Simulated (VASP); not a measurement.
# Si (Ia-3) in VASP: electric field gradients with PBEsol

Aim: the electric field gradients of Si with PBEsol.

All numbers are computed with VASP 6.6.1; they aren't measurements. Logs are shortened: lines on timing, memory, paths and dates and some standing lists are left out, and cuts for length are marked.

### Step 1. The cell of the first run

The structure is cubic, space group Ia-3 (No. 206). Conventional cell: a = 6.636 Å, b = 6.636 Å, c = 6.636 Å, α = 90.00°, β = 90.00°, γ = 90.00°. Within 3.1 Å of Si (site symmetry 3) lie 4 Si at 2.34 to 2.39 Å.

### Step 2. Electric field gradients, PBEsol

Input file INCAR:

```
PREC = Accurate ; ENCUT = 520
EDIFF = 1E-8 ; ISMEAR = -1
SIGMA = 0.05 ; LREAL = F
LASPH = T ; NELM = 60
ALGO = Normal ; ISIF = 2
LWAVE = F ; LCHARG = F
GGA = PS ; LEFG = T
NBANDS = 26
```

Input file KPOINTS:

```
regular mesh
0
Gamma
  10 10 10
```

Input file POSCAR:

```
Si
1.0
   -3.3180000000      3.3180000000      3.3180000000
    3.3180000000     -3.3180000000      3.3180000000
    3.3180000000      3.3180000000     -3.3180000000
Si
8
Direct
    0.2033210619      0.2033210619      0.2033210619
    0.5000000000      0.0000000000      0.2966789381
    0.2966789381      0.5000000000      0.0000000000
    0.0000000000      0.2966789381      0.5000000000
    0.7966789381      0.7966789381      0.7966789381
    0.5000000000      0.0000000000      0.7033210619
    0.7033210619      0.5000000000      0.0000000000
    0.0000000000      0.7033210619      0.5000000000
```

Potentials or basis: VASP PAW PBE potentials, release 64 (Si).

Run with:

```bash
cat potpaw_PBE.64/Si/POTCAR > POTCAR
mpirun -np 1 vasp_std > vasp.out
```

OUTCAR:

```text
PREC = Accurate
   ENCUT = 520
   EDIFF = 1E-8
   ISMEAR = -1
   LREAL = F
   LASPH = T
   NELM = 60
   ISIF = 2
   GGA = PS

 ion  position               nearest neighbor table
   1  0.203  0.203  0.203-   5 2.34   3 2.39   4 2.39   2 2.39
   2  0.500  0.000  0.297-   6 2.34   3 2.39   1 2.39   4 2.39
   3  0.297  0.500  0.000-   7 2.34   2 2.39   1 2.39   4 2.39
   4  0.000  0.297  0.500-   8 2.34   3 2.39   1 2.39   2 2.39
   5  0.797  0.797  0.797-   1 2.34   6 2.39   7 2.39   8 2.39
   6  0.500  0.000  0.703-   2 2.34   7 2.39   5 2.39   8 2.39
   7  0.703  0.500  0.000-   3 2.34   6 2.39   8 2.39   5 2.39
   8  0.000  0.703  0.500-   4 2.34   5 2.39   6 2.39   7 2.39

  LATTYP: Found a body centered cubic cell.
 ALAT       =     6.6360000000

  Lattice vectors:

 A1 = (  -3.3180000000,   3.3180000000,   3.3180000000)
 A2 = (   3.3180000000,  -3.3180000000,   3.3180000000)
 A3 = (   3.3180000000,   3.3180000000,  -3.3180000000)

Analysis of symmetry for initial positions (statically):
=====================================================================
 Subroutine PRICEL returns:
 Original cell was already a primitive cell.

 Routine SETGRP: Setting up the symmetry group for a
 body centered cubic supercell.

 Subroutine GETGRP returns: Found 24 space group operations
 (whereof  6 operations were pure point group operations)
 out of a pool of 48 trial point group operations.

The static configuration has the point symmetry S_6 .
 The point group associated with its full space group is T_h .

Analysis of symmetry for dynamics (positions and initial velocities):
=====================================================================
 Subroutine PRICEL returns:
 Original cell was already a primitive cell.

 Routine SETGRP: Setting up the symmetry group for a
 body centered cubic supercell.

 Subroutine GETGRP returns: Found 24 space group operations
 (whereof  6 operations were pure point group operations)
 out of a pool of 48 trial point group operations.

The dynamic configuration has the point symmetry S_6 .
 The point group associated with its full space group is T_h .

 Subroutine INISYM returns: Found 24 space group operations
 (whereof  6 operations are pure point group operations),
 and found     1 'primitive' translations

----------------------------------------------------------------------------------------

                                     Primitive cell

  volume of cell :     146.1131

  direct lattice vectors                    reciprocal lattice vectors
    -3.318000000  3.318000000  3.318000000     0.000000000  0.150693189  0.150693189
     3.318000000 -3.318000000  3.318000000     0.150693189  0.000000000  0.150693189
     3.318000000  3.318000000 -3.318000000     0.150693189  0.150693189  0.000000000

  length of vectors
     5.746944580  5.746944580  5.746944580     0.213112351  0.213112351  0.213112351

  position of ions in fractional coordinates (direct lattice)
     0.203321062  0.203321062  0.203321062
     0.500000000  0.000000000  0.296678938
     0.296678938  0.500000000  0.000000000
     0.000000000  0.296678938  0.500000000
     0.796678938  0.796678938  0.796678938
     0.500000000  0.000000000  0.703321062
     0.703321062  0.500000000  0.000000000
     0.000000000  0.703321062  0.500000000

  ion indices of the primitive-cell ions
   primitive index   ion index
                 1           1
                 2           2
                 3           3
                 4           4
                 5           5
                 6           6
                 7           7
                 8           8

----------------------------------------------------------------------------------------
[... 67 lines left out ...]
   LASPH  =      T    aspherical Exc in radial PAW
   ENCUT  =  520.0 eV  38.22 Ry    6.18 a.u.  10.69 10.69 10.69*2*pi/ulx,y,z
   NELM   =     60;   NELMIN=  2; NELMDL= -5     # of ELM steps
   EDIFF  = 0.1E-07   stopping-criterion for ELM
   LREAL  =      F    real-space projection
   EDIFFG = 0.1E-06   stopping-criterion for IOM
   NSW    =      0    number of steps for IOM
   IBRION =     -1    ionic relax: 0-MD 1-quasi-New 2-CG
   NFREE  =      0    steps in history (QN), initial steepest desc. (CG)
   ISIF   =      2    stress and relaxation
   ISYM   =      2    0-nonsym 1-usesym 2-fastsym
   POTIM  = 0.5000    time-step for ionic-motion
   TEBEG  =    0.0;   TEEND  =   0.0 temperature during run
   PSTRESS=    0.0 pullay stress
   NELECT =      32.0000    total number of electrons
   NUPDOWN=      -1.0000    fix difference up-down
   EMIN   =  10.00;   EMAX   =-10.00  energy-range for DOS
   EFERMI =   0.00;   METHOD = LEGACY
   ISMEAR =    -1;   SIGMA  =   0.05  broadening in eV -4-tet -1-fermi 0-gaus
   EFERMI_NEDOS =   21; number of points for ismear=-14 and -15
   IALGO  =     38    algorithm
   IMIX   =      4    mixing-type and parameters
     AMIX     =   0.40;   BMIX     =  1.00
     AMIX_MAG =   1.60;   BMIX_MAG =  1.00
  volume/ion in A,a.u.               =      18.26       123.25
  Fermi-wavevector in a.u.,A,eV,Ry     =   0.986798  1.864779 13.248960  0.973771
  Thomas-Fermi vector in A             =   2.118206
   LORBIT       =      0    0 simple, 1 ext, 2 COOP (PROOUT), +10 PAW based schemes
   GGA     = PS    functional components
   LHFCALC =     F    Hartree Fock is set to
   AEXX    =    0.0000 exact exchange contribution
   IVDW    =     0    specifies the selected vdW correction
   LEPSILON=     F    determine dielectric tensor
   LRPA    =     F    only Hartree local field effects (RPA)
 non-spin polarized calculation
  energy-cutoff  :      520.00
  volume of cell :      146.11
 maximum number of plane-waves:      3997
 NGX is ok and might be reduce to    48
   NGX = 21   NGY = 21   NGZ = 21

 number of electron      32.0000000 magnetization

 Free energy of the ion-electron system (eV)
  ---------------------------------------------------
  ext. energy  EPLUGINS =         0.00000000
  ---------------------------------------------------
  free energy    TOTEN  =       -45.01319722 eV

  energy without entropy =      -45.00588677  energy(sigma->0) =      -45.00954200

 E-fermi :   7.0595     XC(G=0): -10.0765

 val. band max:        7.0573458784   @ k =  -0.4000  -0.4000   0.2000
 cond. band min:       7.0678243371   @ k =  -0.4000   0.4000   0.4000
 fundamental gap:      0.0104784587
 Fermi energy:         7.0594749022

 k-point     1 :       0.0000    0.0000    0.0000
  band No.  band energies     occupation
      1      -5.6432      2.00000
      2      -1.2524      2.00000
      3      -0.9053      2.00000
      4      -0.9053      2.00000
      5      -0.9053      2.00000
      6       0.6133      2.00000
[... 685 lines left out ...]
     25      11.7694      0.00000
     26      12.1059      0.00000

 [... further k-points ...]
[... 5 lines left out ...]
  --------------------------------------------------------------------------------------
  -------------------------------------------------------------------------------------
  Total       -1.0410868     -1.0410868     -1.0410868      0.0000000     -0.0000000     -0.0000000
  in kB      -11.4158539    -11.4158539    -11.4158539      0.0000000     -0.0000000     -0.0000000
  external PRESSURE =     -11.4158539 kB  Pullay stress =       0.0000000 kB

 VOLUME and BASIS-vectors are now :
 -----------------------------------------------------------------------------
  energy-cutoff  :      520.00
  volume of cell :      146.11
      direct lattice vectors                 reciprocal lattice vectors
    -3.318000000  3.318000000  3.318000000     0.000000000  0.150693189  0.150693189
     3.318000000 -3.318000000  3.318000000     0.150693189  0.000000000  0.150693189
     3.318000000  3.318000000 -3.318000000     0.150693189  0.150693189  0.000000000

 POSITION                                       TOTAL-FORCE (eV/Angst)
 -----------------------------------------------------------------------------------
      0.67462      0.67462      0.67462         0.029270      0.029270      0.029270
     -0.67462      2.64338      0.67462        -0.029270     -0.029270      0.029270
      0.67462     -0.67462      2.64338         0.029270     -0.029270     -0.029270
      2.64338      0.67462     -0.67462        -0.029270      0.029270     -0.029270
      2.64338      2.64338      2.64338        -0.029270     -0.029270     -0.029270
      0.67462      3.99262     -0.67462         0.029270      0.029270     -0.029270
     -0.67462      0.67462      3.99262        -0.029270      0.029270      0.029270
      3.99262     -0.67462      0.67462         0.029270     -0.029270      0.029270
 -----------------------------------------------------------------------------------
    total drift:                               -0.000000      0.000000      0.000000

  FREE ENERGIE OF THE ION-ELECTRON SYSTEM (eV)
  ---------------------------------------------------
  free  energy   TOTEN  =       -45.0131972248 eV

  energy  without entropy=      -45.0058867654  energy(sigma->0) =      -45.00954200

 Electric field gradients (V/A^2)
---------------------------------------------------------------------
 ion       V_xx      V_yy      V_zz      V_xy      V_xz      V_yz
---------------------------------------------------------------------
   1      -0.000     0.000    -0.000    -4.951    -4.951    -4.951
   2      -0.000    -0.000     0.000    -4.951     4.951     4.951
   3       0.000    -0.000    -0.000     4.951     4.951    -4.951
   4      -0.000     0.000    -0.000     4.951    -4.951     4.951
   5      -0.000    -0.000    -0.000    -4.951    -4.951    -4.951
   6      -0.000    -0.000     0.000    -4.951     4.951     4.951
   7       0.000    -0.000    -0.000     4.951     4.951    -4.951
   8      -0.000     0.000    -0.000     4.951    -4.951     4.951
---------------------------------------------------------------------

 Electric field gradients after diagonalization (V/A^2)
 (convention: |V_zz| > |V_xx| > |V_yy|)
----------------------------------------------------------------------
 ion       V_xx      V_yy      V_zz     asymmetry (V_yy - V_xx)/ V_zz
----------------------------------------------------------------------
   1       4.951     4.951    -9.902       0.000
   2       4.951     4.951    -9.902       0.000
   3       4.951     4.951    -9.902       0.000
   4       4.951     4.951    -9.902       0.000
   5       4.951     4.951    -9.902       0.000
   6       4.951     4.951    -9.902       0.000
   7       4.951     4.951    -9.902       0.000
   8       4.951     4.951    -9.902       0.000
----------------------------------------------------------------------

           NMR quadrupolar parameters

 Cq : quadrupolar parameter    Cq=e*Q*V_zz/h
 eta: asymmetry parameters     (V_yy - V_xx)/ V_zz
 Q  : nuclear electric quadrupole moment in mb (millibarn)
----------------------------------------------------------------------
 ion       Cq(MHz)       eta       Q (mb)
----------------------------------------------------------------------
   1      -0.024       0.000       1.000
   2      -0.024       0.000       1.000
   3      -0.024       0.000       1.000
   4      -0.024       0.000       1.000
   5      -0.024       0.000       1.000
   6      -0.024       0.000       1.000
   7      -0.024       0.000       1.000
   8      -0.024       0.000       1.000
----------------------------------------------------------------------
```

It took 16 min on 1 thread of AMD EPYC 7R13 (Zen 3), shared host; peak memory 0.36 GiB.

Results:

```
Free energy            : -45.0132 eV
Pressure               : -1.1 GPa
Largest force          : 0.051 eV/Å
Band gap on the k mesh : zero (band 16 reaches 7.26 eV, above the bottom of band 17 at 7.06 eV)
```

Forces on the atoms (eV/Å):
```
Si   0.029  0.029  0.029
Si  -0.029 -0.029  0.029
Si   0.029 -0.029 -0.029
Si  -0.029  0.029 -0.029
Si  -0.029 -0.029 -0.029
Si   0.029  0.029 -0.029
Si  -0.029  0.029  0.029
Si   0.029 -0.029  0.029
```

Levels at points of the mesh, in eV from the Fermi level:
| k point | band 12 | band 13 | band 14 | band 15 | band 16 | band 17 | band 18 | band 19 | band 20 | band 21 |
| --- | --- | --- | --- | --- | --- | --- | --- | --- | --- | --- |
| (0.00, 0.00, 0.00) | -4.11 | -4.11 | -1.44 | -1.44 | -0.84 | 1.66 | 1.66 | 1.66 | 3.69 | 3.69 |
| (0.50, 0.00, 0.00) | -2.64 | -2.15 | -2.15 | -1.31 | -1.31 | 0.36 | 0.36 | 1.99 | 1.99 | 2.13 |
| (0.50, 0.50, 0.50) | -2.60 | -2.60 | -0.61 | 0.20 | 0.20 | 0.20 | 2.82 | 2.86 | 2.86 | 2.86 |

Electric field gradients, principal values (V/Å²):
```csv
atom,least,middle,greatest (by size)
1 Si,4.951,4.951,-9.902
2 Si,4.951,4.951,-9.902
3 Si,4.951,4.951,-9.902
4 Si,4.951,4.951,-9.902
5 Si,4.951,4.951,-9.902
6 Si,4.951,4.951,-9.902
7 Si,4.951,4.951,-9.902
8 Si,4.951,4.951,-9.902
```

Caveat: without QUAD_EFG the Cq values of the log hold for a quadrupole moment of 1 mb, not for the nuclei; the PAW data sets were made with another functional, which shifts forces and pressure a little.
